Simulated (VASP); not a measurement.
# MoS2 (P-6m2) in VASP: phonons with PBE+D3(BJ)

Aim: the phonons of MoS2 with PBE+D3(BJ).

All numbers are computed with VASP 6.6.1; they aren't measurements. Logs are shortened: lines on timing, memory, paths and dates and some standing lists are left out, and cuts for length are marked.

### 1 The cell of the first run

It takes space group P-6m2 (No. 187, hexagonal). The conventional cell has a = 3.150 Å, b = 3.150 Å, c = 6.646 Å, α = 90.00°, β = 90.00°, γ = 120.00°. Mo (site symmetry -6m2) has 6 S at 2.40 Å and 6 Mo at 3.15 Å within 3.2 Å. S (site symmetry 3m) has 3 Mo at 2.40 Å and 7 S at 3.13 to 3.15 Å within 3.2 Å.

### 2 Phonons, PBE+D3(BJ)

File INCAR:

```
SYSTEM = MoS2
ALGO = Normal
EDIFF = 1E-8
ENCUT = 520
GGA = PE
IBRION = 6
ISIF = 2
ISMEAR = 0
IVDW = 12
LASPH = .True.
LCHARG = .False.
LREAL = .False.
LWAVE = .False.
NBANDS = 20
NELM = 100
NFREE = 2
NSW = 1
POTIM = 0.015
PREC = Accurate
SIGMA = 0.01
```

File KPOINTS:

```
k-points
0
Gamma
  12 12 4
  0 0 0
```

File POSCAR:

```
MoS2
1.0
    3.1495043331      0.0000000000      0.0000000000
   -1.5747521666      2.7275507618      0.0000000000
    0.0000000000      0.0000000000      6.6457095426
Mo S
1 2
Direct
    0.0000000000      0.0000000000      0.0000000000
    0.3333333333      0.6666666667      0.2357574547
    0.3333333333      0.6666666667      0.7642425453
```

Potentials or basis: VASP PAW PBE potentials, release 64 (Mo_sv, S).

Started as:

```bash
> cat potpaw_PBE.64/Mo_sv/POTCAR potpaw_PBE.64/S/POTCAR > POTCAR
> mpirun -np 1 vasp_std > vasp.out
```

OUTCAR:

```text
SYSTEM = MoS2
   EDIFF = 1E-8
   ENCUT = 520
   GGA = PE
   IBRION = 6
   ISIF = 2
   ISMEAR = 0
   IVDW = 12
   LASPH = .True.
   LREAL = .False.
   NELM = 100
   NFREE = 2
   NSW = 1
   POTIM = 0.015
   PREC = Accurate
 IVDW          = 12

 ion  position               nearest neighbor table
   1  0.000  0.000  0.000-   2 2.40   3 2.40   2 2.40   3 2.40   2 2.40   3 2.40
   2  0.333  0.667  0.236-   1 2.40   1 2.40   1 2.40
   3  0.333  0.667  0.764-   1 2.40   1 2.40   1 2.40

  LATTYP: Found a hexagonal cell.
 ALAT       =     3.1495043331
 C/A-ratio  =     2.1100810920

  Lattice vectors:

 A1 = (   3.1495043331,   0.0000000000,   0.0000000000)
 A2 = (  -1.5747521666,   2.7275507618,   0.0000000000)
 A3 = (   0.0000000000,   0.0000000000,   6.6457095426)

Analysis of symmetry for initial positions (statically):
=====================================================================
 Subroutine PRICEL returns:
 Original cell was already a primitive cell.

 Routine SETGRP: Setting up the symmetry group for a
 hexagonal supercell.

 Subroutine GETGRP returns: Found 12 space group operations
 (whereof 12 operations were pure point group operations)
 out of a pool of 24 trial point group operations.

The static configuration has the point symmetry D_3h.

Analysis of symmetry for dynamics (positions and initial velocities):
=====================================================================
 Subroutine PRICEL returns:
 Original cell was already a primitive cell.

 Routine SETGRP: Setting up the symmetry group for a
 hexagonal supercell.

 Subroutine GETGRP returns: Found 12 space group operations
 (whereof 12 operations were pure point group operations)
 out of a pool of 24 trial point group operations.

The dynamic configuration has the point symmetry D_3h.

 Subroutine INISYM returns: Found 12 space group operations
 (whereof 12 operations are pure point group operations),
 and found     1 'primitive' translations

----------------------------------------------------------------------------------------

                                     Primitive cell

  volume of cell :      57.0895

  direct lattice vectors                    reciprocal lattice vectors
     3.149504333  0.000000000  0.000000000     0.317510279  0.183314645  0.000000000
    -1.574752167  2.727550762  0.000000000     0.000000000  0.366629290  0.000000000
     0.000000000  0.000000000  6.645709543     0.000000000  0.000000000  0.150473022

  length of vectors
     3.149504333  3.149504333  6.645709543     0.366629290  0.366629290  0.150473022

  position of ions in fractional coordinates (direct lattice)
     0.000000000  0.000000000  0.000000000
     0.333333333  0.666666667  0.235757455
     0.333333333  0.666666667  0.764242545

  ion indices of the primitive-cell ions
   primitive index   ion index
                 1           1
                 2           2
                 3           3

----------------------------------------------------------------------------------------

 KPOINTS: k-points

Automatic generation of k-mesh.
 Grid dimensions read from file:
 generate k-points for:   12   12    4

 Generating k-lattice:

  Cartesian coordinates                     Fractional coordinates (reciprocal lattice)
     0.026459190  0.015276220  0.000000000     0.083333333  0.000000000  0.000000000
     0.000000000  0.030552441  0.000000000     0.000000000  0.083333333  0.000000000
     0.000000000  0.000000000  0.037618256     0.000000000  0.000000000  0.250000000

  Length of vectors
     0.030552441  0.030552441  0.037618256

  Shift w.r.t. Gamma in fractional coordinates (k-lattice)
     0.000000000  0.000000000  0.000000000

 Subroutine IBZKPT returns following result:
 ===========================================

 Found     57 irreducible k-points:

 Following reciprocal coordinates:
            Coordinates               Weight
  0.000000  0.000000  0.000000      1.000000
  0.083333 -0.000000  0.000000      6.000000
  0.166667 -0.000000  0.000000      6.000000
  0.250000  0.000000  0.000000      6.000000
  0.333333  0.000000  0.000000      6.000000
  0.416667  0.000000  0.000000      6.000000
[... 16 lines left out ...]
  0.250000  0.000000  0.250000     12.000000
  0.333333  0.000000  0.250000     12.000000
 [... further k-points ...]
   k-points           NKPTS =     57   k-points in BZ     NKDIM =     57   number of bands    NBANDS=     20
   number of dos      NEDOS =    301   number of ions     NIONS =      3
   total plane-waves  NPLWV =  28800
   dimension x,y,z NGX =    24 NGY =   24 NGZ =   50
   dimension x,y,z NGXF=    48 NGYF=   48 NGZF=  100
   ions per type =               1   2
   NGX,Y,Z   is equivalent  to a cutoff of  12.67, 12.67, 12.51 a.u.
   NGXF,Y,Z  is equivalent  to a cutoff of  25.34, 25.34, 25.02 a.u.
 SYSTEM =  MoS2
   PREC   = accura    normal or accurate (medium, high low for compatibility)
   ISTART =      0    job   : 0-new  1-cont  2-samecut
   ICHARG =      2    charge: 1-file 2-atom 10-const
   ISPIN  =      1    spin polarized calculation?
   LNONCOLLINEAR =      F non collinear calculations
   LSORBIT =      F    spin-orbit coupling
   LASPH  =      T    aspherical Exc in radial PAW
   ENCUT  =  520.0 eV  38.22 Ry    6.18 a.u.   5.86  5.86 12.36*2*pi/ulx,y,z
   NELM   =    100;   NELMIN=  2; NELMDL= -5     # of ELM steps
   EDIFF  = 0.1E-07   stopping-criterion for ELM
   LREAL  =      F    real-space projection
   EDIFFG = 0.1E-06   stopping-criterion for IOM
   NSW    =     73    number of steps for IOM
   IBRION =      6    ionic relax: 0-MD 1-quasi-New 2-CG
   NFREE  =      2    steps in history (QN), initial steepest desc. (CG)
   ISIF   =      2    stress and relaxation
   ISYM   =      2    0-nonsym 1-usesym 2-fastsym
   POTIM  = 0.0150    time-step for ionic-motion
   TEBEG  =    0.0;   TEEND  =   0.0 temperature during run
   PSTRESS=    0.0 pullay stress
   NELECT =      26.0000    total number of electrons
   NUPDOWN=      -1.0000    fix difference up-down
   EMIN   =  10.00;   EMAX   =-10.00  energy-range for DOS
   EFERMI =   0.00;   METHOD = LEGACY
   ISMEAR =     0;   SIGMA  =   0.01  broadening in eV -4-tet -1-fermi 0-gaus
   EFERMI_NEDOS =   21; number of points for ismear=-14 and -15
   IALGO  =     38    algorithm
   IMIX   =      4    mixing-type and parameters
     AMIX     =   0.40;   BMIX     =  1.00
     AMIX_MAG =   1.60;   BMIX_MAG =  1.00
  volume/ion in A,a.u.               =      19.03       128.42
  Fermi-wavevector in a.u.,A,eV,Ry     =   1.259545  2.380196 21.585024  1.586455
  Thomas-Fermi vector in A             =   2.393100
   LORBIT       =      0    0 simple, 1 ext, 2 COOP (PROOUT), +10 PAW based schemes
   GGA     = PE    functional components
   LHFCALC =     F    Hartree Fock is set to
   AEXX    =    0.0000 exact exchange contribution
   IVDW    =    12    specifies the selected vdW correction
   LEPSILON=     F    determine dielectric tensor
   LRPA    =     F    only Hartree local field effects (RPA)
 finite differences with symmetry
 non-spin polarized calculation
 Gauss-broadening in eV      SIGMA  =   0.01
  energy-cutoff  :      520.00
  volume of cell :       57.09
 maximum number of plane-waves:      1552
 NGX is ok and might be reduce to    24
   NGX = 11   NGY = 11   NGZ = 25

--------------------------------------- Ionic step        1  -------------------------------------------

 number of electron      26.0000001 magnetization

 Free energy of the ion-electron system (eV)
  ---------------------------------------------------
  ext. energy  EPLUGINS =         0.00000000
  ---------------------------------------------------
  free energy    TOTEN  =       -21.79736999 eV

  energy without entropy =      -21.79736999  energy(sigma->0) =      -21.79736999

------------------------ aborting loop because EDIFF is reached ----------------------------------------

 Edisp (eV)   -1.19307

 E8    (eV) :    -0.4819
[... 319 lines left out ...]
--------------------------------------- Ionic step        9  -------------------------------------------

 number of electron      26.0000001 magnetization

 Free energy of the ion-electron system (eV)
  ---------------------------------------------------
  ext. energy  EPLUGINS =         0.00000000
  ---------------------------------------------------
  free energy    TOTEN  =       -21.79534656 eV

  energy without entropy =      -21.79534656  energy(sigma->0) =      -21.79534656

 E-fermi :   6.5711     XC(G=0): -10.2933

 val. band max:        6.5040487162   @ k =   0.0000   0.0000   0.5000
 cond. band min:       7.7247910792   @ k =   0.1667   0.1667   0.0000
 fundamental gap:      1.2207423630
 Fermi energy:         6.5711290002

 k-point     1 :       0.0000    0.0000    0.0000
  band No.  band energies     occupation
      1     -54.7671      2.00000
      2     -28.9358      2.00000
      3     -28.6902      2.00000
      4     -28.6902      2.00000
      5      -8.2124      2.00000
      6      -6.7332      2.00000
[... 541 lines left out ...]
     19      14.1436      0.00000
     20      14.8556      0.00000

 [... further k-points ...]

------------------------ aborting loop because EDIFF is reached ----------------------------------------

 Edisp (eV)   -1.19332

 E8    (eV) :    -0.4820
[... 26 lines left out ...]
  FREE ENERGIE OF THE ION-ELECTRON SYSTEM (eV)
  ---------------------------------------------------
  free  energy   TOTEN  =       -22.9886701768 eV

  energy  without entropy=      -22.9886701768  energy(sigma->0) =      -22.98867018

 INTERNAL STRAIN TENSORS FROM DISPLACED ATOMS
 ============================================

 INTERNAL STRAIN TENSOR FOR ION    1 for displacements in x,y,z  (eV/Angst):
          X           Y           Z          XY          YZ          ZX
  --------------------------------------------------------------------------------
  x     0.00000    -0.00000     0.00000    -6.58890     0.00000     0.00000
  y    -6.58890     6.58890     0.00000    -0.00000     0.00000     0.00000
  z     0.00000     0.00000     0.00000    -0.00000    -0.00000    -0.00000

 INTERNAL STRAIN TENSOR FOR ION    3 for displacements in x,y,z  (eV/Angst):
          X           Y           Z          XY          YZ          ZX
  --------------------------------------------------------------------------------
  x    -0.00000     0.00000     0.00000     3.29378    -0.00000    14.83992
  y     3.29378    -3.29378     0.00000     0.00000    14.83992    -0.00000
  z    10.15471    10.15471    28.24136    -0.00000     0.00000     0.00000

 Eigenvectors and eigenvalues of the dynamical matrix
 ----------------------------------------------------

   1 f  =   13.928941 THz    87.518115 2PiTHz  464.619450 cm-1    57.605444 meV
             X         Y         Z           dx          dy          dz
      0.000000  0.000000  0.000000    -0.000000   -0.000000   -0.633020
     -0.000000  1.818367  1.566776     0.000000    0.000000    0.547396
     -0.000000  1.818367  5.078934     0.000000    0.000000    0.547396
[... 25 lines left out ...]
   6 f  =    8.374654 THz    52.619501 2PiTHz  279.348378 cm-1    34.634769 meV
             X         Y         Z           dx          dy          dz
      0.000000  0.000000  0.000000     0.000000   -0.000000   -0.000000
     -0.000000  1.818367  1.566776    -0.530019   -0.468060   -0.000000
     -0.000000  1.818367  5.078934     0.530019    0.468060    0.000000

   7 f/i=    0.000487 THz     0.003060 2PiTHz    0.016247 cm-1     0.002014 meV
             X         Y         Z           dx          dy          dz
      0.000000  0.000000  0.000000    -0.682757    0.365021   -0.000000
     -0.000000  1.818367  1.566776    -0.394685    0.211010   -0.000000
     -0.000000  1.818367  5.078934    -0.394685    0.211010   -0.000000

   8 f/i=    0.000487 THz     0.003060 2PiTHz    0.016247 cm-1     0.002014 meV
             X         Y         Z           dx          dy          dz
      0.000000  0.000000  0.000000    -0.365021   -0.682757   -0.000000
     -0.000000  1.818367  1.566776    -0.211010   -0.394685   -0.000000
     -0.000000  1.818367  5.078934    -0.211010   -0.394685   -0.000000

   9 f/i=    0.000997 THz     0.006262 2PiTHz    0.033244 cm-1     0.004122 meV
             X         Y         Z           dx          dy          dz
      0.000000  0.000000  0.000000    -0.000000    0.000000    0.774135
     -0.000000  1.818367  1.566776    -0.000000    0.000000    0.447613
     -0.000000  1.818367  5.078934    -0.000000    0.000000    0.447613

 ELASTIC MODULI CONTR FROM IONIC RELAXATION (kBar)
 Direction    XX          YY          ZZ          XY          YZ          ZX
 --------------------------------------------------------------------------------
 XX        -354.1505   -235.0153   -819.2673      0.0000      0.0000     -0.0000
 YY        -235.0153   -354.1505   -819.2673      0.0000      0.0000      0.0000
 ZZ        -819.2673   -819.2673  -2278.4715      0.0000      0.0000      0.0000
 XY           0.0000      0.0000      0.0000    -59.5676     -0.0000      0.0000
 YZ           0.0000      0.0000      0.0000     -0.0000  -1343.2923      0.0000
 ZX           0.0000      0.0000      0.0000      0.0000      0.0000  -1343.2914
 --------------------------------------------------------------------------------
```

Wall time 7.8 min (1 thread of AMD EPYC 9R45 (Zen 5), shared host); peak memory 0.54 GiB.

Results:

```
Highest phonon frequency at Γ, LO-TO splitting left out : 465 cm⁻¹
Dispersion energy per atom                              : -0.398 eV
```

Phonon frequencies in cm⁻¹ (negative: imaginary):
| q point | frequencies |
| --- | --- |
| (0.000, 0.000, 0.000) | 0 0 0 279 279 380 380 408 465 |
